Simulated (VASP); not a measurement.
Set up this calculation in VASP 6.6.1, as the native input.

```
Task                   : relaxation of shape and atoms at fixed volume
Functional             : PBE
Dispersion             : D3(BJ)
Potentials or basis    : VASP PAW PBE potentials, release 64 (W_sv, Se)
Cutoff                 : 600 eV
k mesh                 : 9 × 9 × 2
Occupations            : gaussian, width 0.02 eV
Spin                   : no spin polarisation
Dipole correction      : no
Further INCAR settings : ALGO = Normal; EDIFF = 1e-06; IBRION = 2; EDIFFG = -0.01; NSW = 50; ISIF = 4
```

The structure of WSe2 lies in POSCAR:

```
WSe2
1.0
    3.2267219998      0.0000000000      0.0000000000
   -1.6133609999      2.7944232227      0.0000000000
    0.0000000000      0.0000000000     12.4218361386
W Se
2 4
Direct
    0.6666666667      0.3333333333      0.2500108211
    0.3333333333      0.6666666667      0.7499891789
    0.3333333333      0.6666666667      0.3843686753
    0.6666666667      0.3333333333      0.8843472903
    0.3333333333      0.6666666667      0.1156527097
    0.6666666667      0.3333333333      0.6156313247
```

These files were run (other wordings do the same):

INCAR

```
ALGO = Normal ; EDIFF = 1E-6
EDIFFG = -0.01 ; ENCUT = 600
GGA = PE ; IBRION = 2
ISIF = 4 ; ISMEAR = 0
IVDW = 12 ; LASPH = True
LCHARG = False ; LREAL = False
LWAVE = False ; NELM = 60
NSW = 50 ; PREC = Accurate
SIGMA = 0.02
```

KPOINTS

```
k-points
0
Gamma
  9 9 2
```

Potentials or basis: VASP PAW PBE potentials, release 64 (W_sv, Se).

Run with:

```bash
$ cat potpaw_PBE.64/W_sv/POTCAR potpaw_PBE.64/Se/POTCAR > POTCAR
$ mpirun -np 1 vasp_std > vasp.out
```

Results of the run:

The energy gained by relaxing is 6.2 meV/atom. The ionic steps are 5, the pressure after relaxing is 4.2 GPa and the largest force after relaxing is 0.006 eV/Å. The band gap on the k mesh is 0.80 eV (least direct gap 1.60 eV) and the dispersion energy per atom is -0.507 eV.

Caveat: spin-orbit coupling is left out, which moves the levels of the heavy elements; an odd mesh through Γ misses points on the zone boundary, where band edges can lie.

It took 3.3 min on 1 thread of Intel(R) Xeon(R) 6975P-C (Granite Rapids), with other jobs on the host, peak memory 0.33 GiB.
